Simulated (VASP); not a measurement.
A run of VASP 6.6.1:

The input INCAR:

```
SYSTEM = CaO
PREC = Accurate
ENCUT = 520
EDIFF = 1E-6
ISMEAR = 0
SIGMA = 0.01
LREAL = .FALSE.
LASPH = .TRUE.
NELM = 60
ALGO = Normal
ISIF = 2
LWAVE = .FALSE.
LCHARG = .TRUE.
GGA = PS
LELF = .TRUE.
LVHAR = .TRUE.
NBANDS = 15
```

Contents of KPOINTS:

```
Automatic mesh
0
G
  10 10 10
  0 0 0
```

The input POSCAR:

```
CaO
1.0
    0.0000000000      2.3716583592      2.3716583592
    2.3716583592      0.0000000000      2.3716583592
    2.3716583592      2.3716583592      0.0000000000
Ca O
1 1
Direct
    0.0000000000      0.0000000000      0.0000000000
    0.5000000000      0.5000000000      0.5000000000
```

Potentials or basis: VASP PAW PBE potentials, release 64 (Ca_sv, O).

Launch:

```sh
$ cat potpaw_PBE.64/Ca_sv/POTCAR potpaw_PBE.64/O/POTCAR > POTCAR
$ mpirun -np 1 vasp_std > vasp.out
```

Hardware: 1 thread of Intel Xeon 8259CL, with other jobs on the host.

**Question.** Estimate the wall time of this run.

**Answer.** Wall time 34 s on 1 thread of Intel Xeon 8259CL (shared host), peak memory 0.17 GiB. Counts: scf iterations 12, k points 47.
